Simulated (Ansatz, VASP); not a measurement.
One calculation of Be3Ag, two programs

Contents of INCAR:

```
SYSTEM = Be3Ag
PREC = Accurate
ENCUT = 600
EDIFF = 1E-6
ISMEAR = 0
SIGMA = 0.1
LREAL = .FALSE.
LASPH = .TRUE.
NELM = 60
ALGO = Normal
ISIF = 3
LWAVE = .FALSE.
LCHARG = .FALSE.
GGA = PS
IBRION = 2
NSW = 100
EDIFFG = -0.05
```

The input KPOINTS:

```
regular mesh
0
G
  9 9 4
  0 0 0
```

File POSCAR:

```
Be3Ag
1.0
    2.4850874565      0.0000000000      0.0000000000
   -1.2425437283      2.1521488680      0.0000000000
    0.0000000000      0.0000000000      7.7204161630
Be Ag
3 1
Direct
    0.0000000000      0.0000000000      0.5000000000
    0.6666666667      0.3333333333      0.2378099400
    0.6666666667      0.3333333333      0.7621900600
    0.0000000000      0.0000000000      0.0000000000
```

Input for Ansatz:

```yaml
crystal:
  lattice:
    - [2.4850874565, 0.0, 0.0]
    - [-1.2425437283, 2.152148868, 0.0]
    - [0.0, 0.0, 7.720416163]
  atoms:
    - { symbol: Be, position: [0.0, 0.0, 0.5] }
    - { symbol: Be, position: [0.6666666667, 0.3333333333, 0.23780994] }
    - { symbol: Be, position: [0.6666666667, 0.3333333333, 0.76219006] }
    - { symbol: Ag, position: [0.0, 0.0, 0.0] }
basis:
  ecutwfc: 420
kpoints:
  mp_grid: { grid: [9, 9, 4] }
hamiltonian:
  xc: pbesol
scf:
  occupations: { method: gaussian, width: 0.1 }
output:
  forces: true
  stress: true
  eigenvalues: true
relax:
  adjacent_minimum: "off"
  f_tol: 0.05
  max_steps: 80
  cell: { stress_tol: 0.5 }
```

Alike in both runs: task relaxation of cell and atoms; functional PBEsol; k mesh 9 × 9 × 4; occupations gaussian, width 0.1 eV; no spin polarisation.

|  | VASP | Ansatz |
| --- | --- | --- |
| version | VASP 6.6.1 | Ansatz 0.2.0 |
| potentials or method | VASP PAW PBE potentials, release 64 (Be, Ag), cutoff 600 eV | scalar-relativistic, plane waves, PAW |
| valence electrons in the cell | 17 | 25 |

```csv
,VASP,Ansatz,Ansatz less VASP
"gap on the k mesh at the Fermi level, each at its own relaxed structure (eV)",none,none,-
relaxed volume (Å³/atom),11.08,11.07,-0.009
relaxed cell length with the largest relative difference (Å),7.473,7.469,-0.0041
```

VASP's potentials were made for PBE, not for PBEsol. A gap of «none» marks a metal or a gap that the smearing closes. VASP's potentials hold 17 valence electrons a cell and Ansatz's 25, so a difference there can come from the potentials and not from the codes.
